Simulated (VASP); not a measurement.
The system is B5N.

```
B N
1.0
     4.08765    0.00000    0.00000
    -2.04383    3.54001    0.00000
     0.00000    0.00000    3.32954
B N
5 1
Direct
  0.33333 0.66667 0.00000
  0.66667 0.33333 0.00000
  0.50000 0.00000 0.50000
  0.50000 0.50000 0.50000
  0.00000 0.50000 0.50000
  0.00000 0.00000 0.00000
```

* Program: VASP 6.6.1
* Task: relaxation of cell and atoms
* Functional: PBE
* Potentials or basis: VASP PAW PBE potentials, release 64 (B, N)
* Cutoff: 600 eV
* k mesh: 6 × 6 × 6
* Occupations: gaussian, width 0.1 eV
* Spin: no spin polarisation

At the start: pressure -30.0 GPa; volume 8.03 Å³/atom.

Problem. How do energy, volume and symmetry change on relaxing?

Solution. Over 9 steps the energy falls by 193.0 meV/atom and the volume is 6.82 Å³/atom (-15.1 %); space group P6/mmm (No. 191, to 0.05 Å).

Step by step:
| step | energy change (eV) | largest force (eV/Å) | pressure (GPa) | volume (Å³) |
| --- | --- | --- | --- | --- |
| 1 | 0.0000 | 0.0000 | -30.05 | 48.18 |
| 2 | -1.0003 | 0.0000 | 10.52 | 38.38 |
| 3 | -1.0334 | 0.0000 | 2.02 | 39.66 |
| 4 | -1.0950 | 0.0000 | 2.65 | 39.88 |
| 5 | -1.1135 | 0.0000 | 4.91 | 40.43 |
| 6 | -1.1503 | 0.0000 | 3.34 | 40.18 |
| 7 | -1.1509 | 0.0000 | 3.50 | 40.22 |
| 8 | -1.1548 | 0.0000 | -2.31 | 41.40 |
| 9 | -1.1582 | 0.0000 | -0.01 | 40.91 |

Final structure:
```yaml
crystal:
  lattice:
    - [4.03417, 0.00000, 0.00000]
    - [-2.01709, 3.49369, 0.00000]
    - [0.00000, 0.00000, 2.90258]
  atoms:
    - { symbol: B, position: [0.33333, 0.66667, 0.00000] }
    - { symbol: B, position: [0.66667, 0.33333, 0.00000] }
    - { symbol: B, position: [0.50000, 0.00000, 0.50000] }
    - { symbol: B, position: [0.50000, 0.50000, 0.50000] }
    - { symbol: B, position: [0.00000, 0.50000, 0.50000] }
    - { symbol: N, position: [0.00000, 0.00000, 0.00000] }
```

Caveat: the volume moved by over 15 % at a fixed basis, so the end points are rough.
